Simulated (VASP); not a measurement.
A run of VASP 6.6.1 is set up as follows.

Contents of INCAR:

```
SYSTEM = RbCl
PREC     = Accurate       ! precision mode
ENCUT    = 500            ! plane-wave cutoff, eV
EDIFF    = 1E-6           ! SCF threshold, eV
ISMEAR   = -1             ! smearing method
SIGMA    = 0.03           ! smearing width, eV
LREAL    = .False.        ! projectors in reciprocal space
LASPH    = .True.         ! aspherical terms in the spheres
NELM     = 120            ! most SCF steps
ALGO     = Normal         ! electronic algorithm
ISIF     = 2              ! what is computed and relaxed
LWAVE    = .False.        ! write WAVECAR
LCHARG   = .False.        ! write CHGCAR
GGA      = PE             ! functional
NBANDS   = 15             ! bands
GGA_COMPAT= .False.
```

The input KPOINTS:

```
regular mesh
0
Gamma
  6 6 6
  0 0 0
```

POSCAR

```
RbCl
1.0
    0.0000000000      3.2956827511      3.2956827511
    3.2956827511      0.0000000000      3.2956827511
    3.2956827511      3.2956827511      0.0000000000
Rb Cl
1 1
Direct
    0.0000000000      0.0000000000      0.0000000000
    0.5000000000      0.5000000000      0.5000000000
```

Potentials or basis: VASP PAW PBE potentials, release 64 (Rb_sv, Cl).

Launch:

```console
$ cat potpaw_PBE.64/Rb_sv/POTCAR potpaw_PBE.64/Cl/POTCAR > POTCAR
$ mpirun -np 1 vasp_std > vasp.out
```

(1) Predict the band gap on the k mesh.

(2) What does it give for the pressure?

Results:

(1) 4.98 eV, direct.

(2) 0.8 GPa.
